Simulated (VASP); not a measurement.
The system is Al.

```
Al
1.0
     0.00000    2.02481    2.02481
     2.02481    0.00000    2.02481
     2.02481    2.02481    0.00000
Al
1
Cartesian
  0.0000 0.0000 0.0000
```

* Program: VASP 6.6.1
* Task: relaxation of cell and atoms
* Functional: RPBE
* Dispersion: D3(BJ)
* Potentials or basis: VASP PAW PBE potentials, release 64 (Al)
* Cutoff: 600 eV
* k mesh: 11 × 11 × 11
* Occupations: fermi-dirac, width 0.05 eV
* Spin: no spin polarisation

At the start: pressure -19.3 GPa; volume 16.60 Å³/atom.

Question: Where does the relaxation end?

Answer: Over 3 steps the energy falls by 225.7 meV/atom and the volume is 13.48 Å³/atom (-18.8 %); space group Fm-3m (No. 225, to 0.05 Å).

The path:
```csv
step,energy change (eV),largest force (eV/Å),pressure (GPa),volume (Å³)
1,0.0000,0.0000,-19.31,16.60
2,-0.1680,0.0000,16.29,12.24
3,-0.2257,0.0000,-0.09,13.48
```

Final structure:
```
CELL_PARAMETERS angstrom
0.00000 1.88884 1.88884
1.88884 0.00000 1.88884
1.88884 1.88884 0.00000
ATOMIC_POSITIONS crystal
Al 0.00000 0.00000 0.00000
```

The cell as given is a measured one (16.60 Å³/atom); RPBE+D3(BJ) puts the equilibrium volume -18.8 % from it, thermal expansion not counted.

Caveat: the volume moved by over 15 % at a fixed basis, so the end points are rough; the PAW data sets were made with another functional, which shifts forces and pressure a little; the volume moved by -19 % from the deposited cell, more than functionals usually miss; pairwise dispersion overbinds metals, which lowers pressure and volume.
